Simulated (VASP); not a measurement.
Here is a VASP 6.6.1 calculation.

Contents of INCAR:

```
  PREC = Accurate
  ENCUT = 520
  EDIFF = 1E-6
  ISMEAR = 0
  SIGMA = 0.05
  LREAL = F
  LASPH = T
  NELM = 150
  ALGO = Normal
  ISIF = 2
  LWAVE = F
  LCHARG = F
  ISPIN = 2
  MAGMOM = 0 0 0 0 0 0 0 0 2
  LORBIT = 11
  LDIPOL = T
  IDIPOL = 3
  DIPOL = 0.5 0.5 0.311
  GGA = PE
  IVDW = 12
  NBANDS = 33
```

The input KPOINTS:

```
Automatic mesh
0
Gamma
  7 4 1
```

POSCAR

```
Si8O
1.0
    3.8155170209      0.0000000000      0.0000000000
    0.0000000000      6.3129357835      0.0000000000
    0.0000000000      0.0000000000     21.3318711348
Si O
8 1
Direct
    0.0000000000      0.9369021389      0.1875128522
    0.0000000000      0.5630978611      0.1875128522
    0.5000000000      0.4369021389      0.2391466205
    0.5000000000      0.0630978611      0.2391466205
    0.5000000000      0.9332664455      0.3430438269
    0.5000000000      0.5667335545      0.3430438269
    0.0000000000      0.4266292811      0.3858954089
    0.0000000000      0.0733707189      0.3858954089
    0.5000000000      0.9266292811      0.4890274777
```

Potentials or basis: VASP PAW PBE potentials, release 64 (Si, O).

Run with:

```sh
$ cat potpaw_PBE.64/Si/POTCAR potpaw_PBE.64/O/POTCAR > POTCAR
$ mpirun -np 1 vasp_std > vasp.out
```

Question: Predict the net moment.

Answer: 1.61 μB per cell.

Question: Predict the largest force.

Answer: 1.157 eV/Å.

Forces in eV/Å, atoms in the order of the input:
```
Si   0.000 -0.736  0.600
Si   0.000  0.731  0.568
Si   0.000 -0.053 -0.681
Si   0.000 -0.008 -0.600
Si   0.000 -0.020  0.030
Si   0.000 -0.011  0.112
Si   0.000  0.395  0.132
Si   0.000 -0.631  0.948
O    0.000  0.333 -1.109
```
